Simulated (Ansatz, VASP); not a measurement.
## K: VASP beside Ansatz

```xyz
1
Lattice="-2.5242 2.5242 2.5242 2.5242 -2.5242 2.5242 2.5242 2.5242 -2.5242" Properties=species:S:1:pos:R:3 pbc="T T T"
K     0.0000    0.0000    0.0000
```

Alike in both runs: task single point; functional LDA; k mesh 6 × 6 × 6; occupations fermi-dirac, width 0.1 eV; no spin polarisation.

|  | VASP | Ansatz |
| --- | --- | --- |
| version | VASP 6.6.1 | Ansatz 0.2.0 |
| potentials or method | VASP PAW LDA potentials, release 64 (K_sv), cutoff 520 eV | plane waves (420 eV) with PAW, scalar-relativistic |
| valence electrons in the cell | 9 | 9 |

|  | VASP | Ansatz | Ansatz less VASP |
| --- | --- | --- | --- |
| pressure (GPa) | 0.0 | 0.0 | +0.02 |

Ansatz warns that its potentials were made for another functional, while VASP's fit it. LDA's correlation is that of Perdew and Zunger in VASP and of Perdew and Wang (1992) in Ansatz.
